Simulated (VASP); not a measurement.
# SiO2 in VASP: notebook

The runs below take SiO2 through single point, with PBE.

All numbers are computed with VASP 6.6.1; they aren't measurements. Logs are shortened: lines on timing, memory, paths and dates and some standing lists are left out, and cuts for length are marked.

### Step 1. The cell of the first run

The cell holds an amorphous packing of atoms, 21 atoms: a = 6.683 Å, b = 6.840 Å, c = 6.891 Å, α = 92.00°, β = 93.29°, γ = 89.80°.

### Step 2. Single point, PBE

INCAR

```
SYSTEM = SiO2
PREC = Accurate
ENCUT = 520
EDIFF = 1E-7
ISMEAR = -1
SIGMA = 0.05
LREAL = Auto
LASPH = .True.
NELM = 60
ALGO = Normal
ISIF = 2
LWAVE = .False.
LCHARG = .True.
GGA = PE
LELF = .True.
LVHAR = .True.
NBANDS = 72
ISYM = 0
```

KPOINTS

```
regular mesh
0
Gamma
  1 1 1
  0 0 0
```

POSCAR

```
SiO2
1.0
    6.6801160000      0.0097880000     -0.1947280000
    0.0097880000      6.8389880000     -0.1197180000
   -0.1947280000     -0.1197180000      6.8867160000
Si O
7 14
Direct
    0.6607374155      0.3729166081      0.8986159595
    0.0811165469      0.6909316169      0.6034765503
    0.5714037391      0.7525365837      0.6680245682
    0.8816082721      0.9628224283      0.9256687790
    0.9232464673      0.3903776867      0.2586916861
    0.6841295749      0.0083506804      0.2994826432
    0.2912084610      0.1831192602      0.0800946507
    0.8310758506      0.2032897130      0.8482390120
    0.1298418090      0.0345737287      0.9727042517
    0.9602809385      0.7758190466      0.7720090521
    0.3098263609      0.7405557772      0.6189432996
    0.6267971284      0.8997838653      0.8395742290
    0.7762592750      0.4884283067      0.0901397816
    0.4616701518      0.0936213484      0.2368407912
    0.8548164728      0.9158219092      0.1598756315
    0.1487805453      0.3503099934      0.1904150178
    0.4402501215      0.2798158124      0.9233377731
    0.6380559221      0.8505017270      0.4658563994
   -0.0350075607      0.5518635952      0.4480099156
    0.6161765819      0.5255391488      0.7277023373
    0.7985885037      0.2156415111      0.3694873888
```

Potentials or basis: VASP PAW PBE potentials, release 64 (Si, O).

Launch:

```sh
> cat potpaw_PBE.64/Si/POTCAR potpaw_PBE.64/O/POTCAR > POTCAR
> mpirun -np 1 vasp_gam > vasp.out
```

OUTCAR:

```text
SYSTEM = SiO2
   PREC = Accurate
   ENCUT = 520
   EDIFF = 1E-7
   ISMEAR = -1
   LREAL = Auto
   LASPH = .True.
   NELM = 60
   ISIF = 2
   GGA = PE
   ISYM = 0

 ion  position               nearest neighbor table
   1  0.661  0.373  0.899-  20 1.62  17 1.63   8 1.66  13 1.67   5 2.95   3 3.13   7 3.14
   2  0.081  0.691  0.603-  10 1.55  11 1.56  19 1.58
   3  0.571  0.753  0.668-  12 1.55  20 1.64  18 1.65  11 1.76   4 2.99   1 3.13
   4  0.882  0.963  0.926-  15 1.68  10 1.73   9 1.74   8 1.77  12 1.82   6 2.97   3 2.99
   5  0.923  0.390  0.259-  16 1.62  13 1.64  21 1.69  19 1.69   1 2.95   6 3.10   7 3.13
   6  0.684  0.008  0.299-  14 1.64  18 1.64  15 1.64  21 1.66   4 2.97   5 3.10
   7  0.291  0.183  0.080-   9 1.61  14 1.66  17 1.67  16 1.68   5 3.13   1 3.14
   8  0.831  0.203  0.848-   1 1.66   4 1.77
   9  0.130  0.035  0.973-   7 1.61   4 1.74
  10  0.960  0.776  0.772-   2 1.55   4 1.73
  11  0.310  0.741  0.619-   2 1.56   3 1.76
  12  0.627  0.900  0.840-   3 1.55   4 1.82
  13  0.776  0.488  0.090-   5 1.64   1 1.67
  14  0.462  0.094  0.237-   6 1.64   7 1.66
  15  0.855  0.916  0.160-   6 1.64   4 1.68
  16  0.149  0.350  0.190-   5 1.62   7 1.68
  17  0.440  0.280  0.923-   1 1.63   7 1.67
  18  0.638  0.851  0.466-   6 1.64   3 1.65
  19  0.965  0.552  0.448-   2 1.58   5 1.69
  20  0.616  0.526  0.728-   1 1.62   3 1.64
  21  0.799  0.216  0.369-   6 1.66   5 1.69

IMPORTANT INFORMATION: All symmetrisations will be switched off!
NOSYMM: (Re-)initialisation of all symmetry stuff for point group C_1.

----------------------------------------------------------------------------------------

                                     Primitive cell

  volume of cell :     314.2660

  direct lattice vectors                    reciprocal lattice vectors
     6.680116000  0.009788000 -0.194728000     0.149821625 -0.000140310  0.004233900
     0.009788000  6.838988000 -0.119718000    -0.000140310  0.146265105  0.002538691
    -0.194728000 -0.119718000  6.886716000     0.004233900  0.002538691  0.145370941

  length of vectors
     6.682960764  6.840042768  6.890508592     0.149881503  0.146287203  0.145454740

  position of ions in fractional coordinates (direct lattice)
     0.660737416  0.372916608  0.898615959
     0.081116547  0.690931617  0.603476550
     0.571403739  0.752536584  0.668024568
     0.881608272  0.962822428  0.925668779
     0.923246467  0.390377687  0.258691686
     0.684129575  0.008350680  0.299482643
[... 13 lines left out ...]
     0.616176582  0.525539149  0.727702337
     0.798588504  0.215641511  0.369487389

  ion indices of the primitive-cell ions
   primitive index   ion index
                 1           1
                 2           2
                 3           3
                 4           4
                 5           5
                 6           6
[... 13 lines left out ...]
                20          20
                21          21

----------------------------------------------------------------------------------------

 KPOINTS: regular mesh

Automatic generation of k-mesh.
 Grid dimensions read from file:
 generate k-points for:    1    1    1

 Generating k-lattice:

  Cartesian coordinates                     Fractional coordinates (reciprocal lattice)
     0.149821625 -0.000140310  0.004233900     1.000000000  0.000000000  0.000000000
    -0.000140310  0.146265105  0.002538691    -0.000000000  1.000000000  0.000000000
     0.004233900  0.002538691  0.145370941     0.000000000  0.000000000  1.000000000

  Length of vectors
     0.149881503  0.146287203  0.145454740

  Shift w.r.t. Gamma in fractional coordinates (k-lattice)
     0.000000000  0.000000000  0.000000000

 Subroutine IBZKPT returns following result:
 ===========================================

 Found      1 irreducible k-points:

 Following reciprocal coordinates:
            Coordinates               Weight
  0.000000  0.000000  0.000000      1.000000
   k-points           NKPTS =      1   k-points in BZ     NKDIM =      1   number of bands    NBANDS=     72
   number of dos      NEDOS =    301   number of ions     NIONS =     21
   total plane-waves  NPLWV = 145800
   dimension x,y,z NGX =    50 NGY =   54 NGZ =   54
   dimension x,y,z NGXF=   100 NGYF=  108 NGZF=  108
   ions per type =               7  14
   NGX,Y,Z   is equivalent  to a cutoff of  12.44, 13.12, 13.03 a.u.
   NGXF,Y,Z  is equivalent  to a cutoff of  24.88, 26.25, 26.06 a.u.
 SYSTEM =  SiO2
   PREC   = accura    normal or accurate (medium, high low for compatibility)
   ISTART =      0    job   : 0-new  1-cont  2-samecut
   ICHARG =      2    charge: 1-file 2-atom 10-const
   ISPIN  =      1    spin polarized calculation?
   LNONCOLLINEAR =      F non collinear calculations
   LSORBIT =      F    spin-orbit coupling
   LASPH  =      T    aspherical Exc in radial PAW
   ENCUT  =  520.0 eV  38.22 Ry    6.18 a.u.  12.43 12.72 12.81*2*pi/ulx,y,z
   NELM   =     60;   NELMIN=  2; NELMDL= -5     # of ELM steps
   EDIFF  = 0.1E-06   stopping-criterion for ELM
   LREAL  =      T    real-space projection
   EDIFFG = 0.1E-05   stopping-criterion for IOM
   NSW    =      0    number of steps for IOM
   IBRION =     -1    ionic relax: 0-MD 1-quasi-New 2-CG
   NFREE  =      0    steps in history (QN), initial steepest desc. (CG)
   ISIF   =      2    stress and relaxation
   ISYM   =      0    0-nonsym 1-usesym 2-fastsym
   POTIM  = 0.5000    time-step for ionic-motion
   TEBEG  =    0.0;   TEEND  =   0.0 temperature during run
   PSTRESS=    0.0 pullay stress
   NELECT =     112.0000    total number of electrons
   NUPDOWN=      -1.0000    fix difference up-down
   EMIN   =  10.00;   EMAX   =-10.00  energy-range for DOS
   EFERMI =   0.00;   METHOD = LEGACY
   ISMEAR =    -1;   SIGMA  =   0.05  broadening in eV -4-tet -1-fermi 0-gaus
   EFERMI_NEDOS =   21; number of points for ismear=-14 and -15
   IALGO  =     38    algorithm
   IMIX   =      4    mixing-type and parameters
     AMIX     =   0.40;   BMIX     =  1.00
     AMIX_MAG =   1.60;   BMIX_MAG =  1.00
  volume/ion in A,a.u.               =      14.97       100.99
  Fermi-wavevector in a.u.,A,eV,Ry     =   1.160687  2.193380 18.329686  1.347194
  Thomas-Fermi vector in A             =   2.297267
   LORBIT       =      0    0 simple, 1 ext, 2 COOP (PROOUT), +10 PAW based schemes
   GGA     = PE    functional components
   LHFCALC =     F    Hartree Fock is set to
   AEXX    =    0.0000 exact exchange contribution
   IVDW    =     0    specifies the selected vdW correction
   LEPSILON=     F    determine dielectric tensor
   LRPA    =     F    only Hartree local field effects (RPA)
 non-spin polarized calculation
  energy-cutoff  :      520.00
  volume of cell :      314.27
 maximum number of plane-waves:      4230
 NGX is ok and might be reduce to    50
   NGX = 25   NGY = 25   NGZ = 25

 number of electron     111.9999993 magnetization

 Free energy of the ion-electron system (eV)
  ---------------------------------------------------
  ext. energy  EPLUGINS =         0.00000000
  ---------------------------------------------------
  free energy    TOTEN  =      -160.03712178 eV

  energy without entropy =     -160.03712178  energy(sigma->0) =     -160.03712178

 E-fermi :   2.0344     XC(G=0):  -8.2385

 val. band max:        0.7558504118   @ k =   0.0000   0.0000   0.0000
 cond. band min:       3.8771220174   @ k =   0.0000   0.0000   0.0000
 fundamental gap:      3.1212716056
 Fermi energy:         2.0344308928

 k-point     1 :       0.0000    0.0000    0.0000
  band No.  band energies     occupation
      1     -19.5683      2.00000
      2     -18.8283      2.00000
      3     -18.6946      2.00000
      4     -18.3960      2.00000
      5     -18.2166      2.00000
      6     -17.9158      2.00000
[... 60 lines left out ...]
     67       9.1758      0.00000
     68       9.4308      0.00000
 [bands above 68 left out]

------------------------ aborting loop because EDIFF is reached ----------------------------------------

  FORCE on cell =-STRESS in cart. coord.  units (eV):
  Direction    XX          YY          ZZ          XY          YZ          ZX
  --------------------------------------------------------------------------------------
  -------------------------------------------------------------------------------------
  Total      -12.6912419     -4.7942524     -0.9793741     -2.0491803      5.9946353     -2.3566040
  in kB      -64.7019502    -24.4418541     -4.9930034    -10.4470437     30.5615952    -12.0143386
  external PRESSURE =     -31.3789359 kB  Pullay stress =       0.0000000 kB

 VOLUME and BASIS-vectors are now :
 -----------------------------------------------------------------------------
  energy-cutoff  :      520.00
  volume of cell :      314.27
      direct lattice vectors                 reciprocal lattice vectors
     6.680116000  0.009788000 -0.194728000     0.149821625 -0.000140310  0.004233900
     0.009788000  6.838988000 -0.119718000    -0.000140310  0.146265105  0.002538691
    -0.194728000 -0.119718000  6.886716000     0.004233900  0.002538691  0.145370941

 POSITION                                       TOTAL-FORCE (eV/Angst)
 -----------------------------------------------------------------------------------
      4.24247      2.44926      6.01520         0.954174     -1.312970     -0.297267
      0.43112      4.65382      4.05746         0.875667     -0.418487     -0.286381
      3.69433      5.07221      4.39914        -1.855087     -0.589914     -1.298491
      5.71842      6.48254      6.08788        -0.276790      2.080212     -0.657378
      6.12084      2.64785      1.55502        -0.654939     -0.560785      1.235015
      4.51183      0.02795      1.92823        -0.258914      0.479089      0.665815
[... 13 lines left out ...]
      3.97957      3.51307      4.82858         0.247858      0.787483     -1.176341
      5.26482      1.43835      2.36323         1.215579      1.009486     -0.427568
 -----------------------------------------------------------------------------------
    total drift:                                0.004935      0.010998      0.001050

  FREE ENERGIE OF THE ION-ELECTRON SYSTEM (eV)
  ---------------------------------------------------
  free  energy   TOTEN  =      -160.0371217848 eV

  energy  without entropy=     -160.0371217848  energy(sigma->0) =     -160.03712178
```

It took 55 s on 1 thread of Intel Xeon Platinum 8259CL at 2.50GHz (Skylake/Cascade Lake), shared host; peak memory 0.33 GiB.

What came out:

```yaml
Free_energy: -160.0371 eV
Pressure: -3.1 GPa
Largest_force: 2.451 eV/Å
Band_gap_on_the_k_mesh: 3.12 eV
```

Forces in eV/Å, atoms in the order of the input:
```
Si   0.954 -1.313 -0.297
Si   0.876 -0.418 -0.286
Si  -1.855 -0.590 -1.298
Si  -0.277  2.080 -0.657
Si  -0.655 -0.561  1.235
Si  -0.259  0.479  0.666
Si   0.158 -0.272 -0.608
O   -0.749 -0.531  0.542
O    0.856 -0.433  0.031
O   -0.676  0.274  0.424
O    1.009 -0.237 -0.263
O    1.084  0.906  2.003
O   -0.298 -0.137  0.475
O   -0.873 -0.564 -0.487
O   -1.281 -0.329 -0.539
O    0.507 -0.362  0.033
O   -1.010  0.365  0.827
O    0.576 -0.492 -0.116
O    0.451  0.337 -0.080
O    0.248  0.787 -1.176
O    1.216  1.009 -0.428
```

Stress tensor (GPa, compression positive):
```
-6.47 -1.04 -1.20
-1.04 -2.44  3.06
-1.20  3.06 -0.50
```

Caveat: the k points lie up to 0.94 Å⁻¹ apart.

### Step 3. Single point, PBE

INCAR

```
SYSTEM = SiO2
PREC = Accurate
ENCUT = 520
EDIFF = 1E-7
ISMEAR = -1
SIGMA = 0.05
LREAL = Auto
LASPH = .True.
NELM = 100
ALGO = Normal
ISIF = 2
LWAVE = .False.
LCHARG = .False.
GGA = PE
ISYM = 0
NBANDS = 72
```

KPOINTS is that of step 2.

POSCAR

```
SiO2
1.0
    6.6801160000      0.0097880000     -0.1947280000
    0.0097880000      6.8389880000     -0.1197180000
   -0.1947280000     -0.1197180000      6.8867160000
Si O
7 14
Direct
    0.6565320369      0.3851155059      0.9150542042
    0.0919315198      0.6747897524      0.6311986904
    0.5771869083      0.7416924520      0.6743621182
    0.8643818479      0.9890795208      0.9308169482
    0.9225677415      0.3686029241      0.2882195485
    0.6691695445      0.0083620717      0.3147725473
    0.2953799509      0.1738746093      0.0722660362
    0.8019354128      0.1988735016      0.8526105936
    0.1370939529      0.0104688619      0.9516555267
    0.9387104349      0.7835196576      0.7619124430
    0.3259763422      0.6907783924      0.6433852258
    0.6248567775      0.8897957990      0.8591013023
    0.7611547669      0.4773094820      0.1136253741
    0.4444045132      0.0696147824      0.2304038884
    0.8390456193      0.9282492650      0.1657993187
    0.1333658025      0.2937334609      0.2085734679
    0.4214144067      0.3199593027      0.9401312719
    0.6432139859      0.8474722475      0.4763469926
    0.0092365776      0.5610322292      0.4343381195
    0.6459210035      0.5125551220      0.7235637391
    0.7856123478      0.2178217693      0.4045009127
```

Potentials or basis: VASP PAW PBE potentials, release 64 (Si, O).

Launch:

```sh
> cat potpaw_PBE.64/Si/POTCAR potpaw_PBE.64/O/POTCAR > POTCAR
> mpirun -np 1 vasp_gam > vasp.out
```

It took 53 s on 1 thread of Intel Xeon Platinum 8259CL at 2.50GHz (Skylake/Cascade Lake), shared host; peak memory 0.32 GiB.

It converged, with:

```yaml
Free_energy: -159.9337 eV
Pressure: -4.0 GPa
Largest_force: 3.680 eV/Å
Band_gap_on_the_k_mesh: 3.20 eV
```

Forces on the atoms (eV/Å):
```
Si   0.023 -1.512 -0.823
Si  -0.300  0.212 -1.186
Si  -0.306  0.016  0.873
Si   1.614 -3.297  0.259
Si  -0.528  1.849 -0.465
Si   0.965  0.812 -0.293
Si  -2.811 -1.447 -0.649
O   -0.198  1.819  0.184
O    0.468  1.771  0.620
O    0.363 -0.288 -0.343
O    0.693  0.686  0.072
O   -0.537 -0.167 -0.105
O    1.545 -0.609  2.024
O    1.037 -0.438  0.256
O   -0.602  0.775 -0.543
O   -0.178  0.373 -0.123
O   -0.216 -0.254  0.459
O   -0.508 -0.867  0.425
O   -0.575 -0.582  0.731
O    0.030  1.462 -0.921
O    0.021 -0.317 -0.451
```

Stress tensor (GPa, compression positive):
```
-7.78 -2.23 -0.32
-2.23 -1.89  0.41
-0.32  0.41 -2.29
```

Levels at points of the mesh, in eV from the valence-band top:
```csv
k point,band 53,band 54,band 55,band 56,band 57,band 58,band 59,band 60
"(0.00, 0.00, 0.00)",-0.81,-0.36,-0.07,0.00,3.20,4.95,5.88,7.00
```

Caveat: the k points lie up to 0.94 Å⁻¹ apart.

### Step 4. Single point, PBE

INCAR

```
SYSTEM = SiO2
  ALGO = Normal
  EDIFF = 1E-7
  ENCUT = 520
  GGA = PE
  ISIF = 2
  ISMEAR = -1
  ISYM = 0
  LASPH = .TRUE.
  LCHARG = .TRUE.
  LELF = .TRUE.
  LREAL = Auto
  LVHAR = .TRUE.
  LWAVE = .FALSE.
  NBANDS = 72
  NELM = 80
  PREC = Accurate
  SIGMA = 0.05
```

KPOINTS

```
k-points
0
G
  1 1 1
  0 0 0
```

POSCAR

```
SiO2
1.0
    6.6801160000      0.0097880000     -0.1947280000
    0.0097880000      6.8389880000     -0.1197180000
   -0.1947280000     -0.1197180000      6.8867160000
Si O
7 14
Direct
    0.6400107396      0.3508392724      0.9107318767
    0.0913352747      0.6961970777      0.6228257209
    0.5779457132      0.7351139514      0.6839524942
    0.8820847933      0.9653888757      0.9507157015
    0.9016828215      0.3721190162      0.2967069118
    0.6676691460      0.0070140446      0.3251817826
    0.2763622366      0.1729344195      0.0946010883
    0.8163870996      0.1820985292      0.8747427509
    0.1389484702      0.0056828471      0.9757175259
    0.9463381541      0.7845210993      0.7701025907
    0.3274094738      0.7363818622      0.6480011599
    0.6337546010      0.8803834986      0.8635658154
    0.7353842197      0.4544025369      0.1241453926
    0.4314185838      0.0565610400      0.2486175780
    0.8312396543      0.9291161041      0.1813683847
    0.1200378851      0.3142844306      0.2172887978
    0.4099188713      0.3016495196      0.9582245818
    0.6463832722      0.8287470004      0.4788218151
   -0.0085040841      0.5423985075      0.4720981497
    0.6202736580      0.5033644160      0.7467334837
    0.7872679347      0.2112197448      0.4143243188
```

Launch:

```sh
> cat potpaw_PBE.64/Si/POTCAR potpaw_PBE.64/O/POTCAR > POTCAR
> mpirun -np 1 vasp_gam > vasp.out
```

It took 62 s on 1 thread of Intel Xeon Platinum 8259CL at 2.50GHz (Skylake/Cascade Lake), shared host; peak memory 0.33 GiB.

It converged, with:

- Free energy: -160.1164 eV
- Pressure: -2.7 GPa
- Largest force: 3.242 eV/Å
- Band gap on the k mesh: 3.13 eV

Forces in eV/Å, atoms in the order of the input:
```
Si   1.829 -0.835  2.543
Si   1.712 -0.537 -0.055
Si  -0.230  0.347  0.315
Si  -0.591 -0.908 -1.231
Si   0.255  1.556 -0.706
Si  -1.385  0.003  1.144
Si  -0.831 -1.335  0.723
O   -1.030  1.879 -0.262
O   -0.323  0.554  0.569
O    0.001  0.007  0.336
O   -1.711 -0.542 -0.525
O    0.012  0.182  0.965
O    1.194 -0.344  0.916
O    1.128  0.309  0.202
O    0.907 -0.480 -1.354
O    0.345 -0.369 -0.415
O   -0.245 -0.270 -0.423
O    0.036 -0.066  0.087
O   -0.393 -0.233 -0.763
O    0.131  1.936 -2.511
O   -0.809 -0.856  0.445
```

Stress tensor (GPa, compression positive):
```
-6.79 -0.50 -3.13
-0.50 -0.81  1.10
-3.13  1.10 -0.55
```

Levels at points of the mesh, in eV from the valence-band top:
| k point | band 54 | band 55 | band 56 | band 57 | band 58 | band 59 |
| --- | --- | --- | --- | --- | --- | --- |
| (0.00, 0.00, 0.00) | -0.61 | -0.56 | 0.00 | 3.13 | 4.79 | 5.72 |

Caveat: the k points lie up to 0.94 Å⁻¹ apart.
